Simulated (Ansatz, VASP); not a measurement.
# Os: VASP beside Ansatz

```xyz
2
Lattice="2.6247 0.0000 0.0000 -1.3124 2.2731 0.0000 0.0000 0.0000 4.1469" Properties=species:S:1:pos:R:3 pbc="T T T"
Os    0.0000    1.5154    1.0367
Os    1.3124    0.7577    3.1102
```

Change from the starting cell: strain -0.040 along x and y, -0.040 along z, atoms carried along.

Alike in both runs: task single point; functional PBE; k mesh 18 × 18 × 12; occupations gaussian, width 0.15 eV; no spin polarisation.

|  | VASP | Ansatz |
| --- | --- | --- |
| version | VASP 6.6.1 | Ansatz 0.2.0 |
| potentials or method | VASP PAW PBE potentials, release 64 (Os), cutoff 520 eV | scalar-relativistic, plane waves, PAW |
| valence electrons in the cell | 16 | 32 |

```tsv
	VASP	Ansatz	Ansatz less VASP
gap on the k mesh at the Fermi level (eV)	none	none	-
pressure (GPa)	82.3	80.1	-2.23
traceless stress, the component that is largest in VASP (GPa)	3.29	3.37	+0.084
```

A gap of «none» marks a metal or a gap that the smearing closes. Both programs put the cell under a high pressure, so it lies far from rest at this level. The functional is the same, so the differences come from potentials, cutoffs and numerics. VASP's potentials hold 16 valence electrons a cell and Ansatz's 32, so a difference there can come from the potentials and not from the codes.

Neither program's run includes spin-orbit coupling. Noted on VASP's run: the cell as given lies far from equilibrium.
